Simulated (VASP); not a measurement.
The system is BAs.

```
CELL_PARAMETERS angstrom
0.00000 2.40287 2.39187
2.39187 0.00000 2.39187
2.39187 2.40287 0.00000
ATOMIC_POSITIONS crystal
B 0.00000 0.00000 0.00000
As 0.25000 0.25000 0.25000
```

This cell differs from its parent crystal: uniaxial y strain +0.5%.

Base run:

* Program: VASP 6.6.1
* Functional: PBE
* Potentials or basis: VASP PAW PBE potentials, release 64 (B, As)
* Cutoff: 520 eV
* k mesh: 6 × 6 × 6
* Occupations: gaussian, width 0.01 eV
* Spin: no spin polarisation

Its results: band gap on the k mesh 1.25 eV, indirect (least direct gap 3.24 eV); pressure 2.2 GPa.

Question: The run is repeated on the same cell with these changes: functional from PBE to HSE06; further incar settings from ALGO = Normal; EDIFF = 1e-06; NBANDS = 11 to ALGO = Normal; EDIFF = 1e-07; NBANDS = 11. What comes out?

Answer: Band gap on the k mesh 1.92 eV, indirect (least direct gap 4.08 eV); pressure -1.8 GPa.

Caveats: the PAW data sets were made with another functional, which shifts forces and pressure a little (some runs).

A k mesh can miss the band edges.
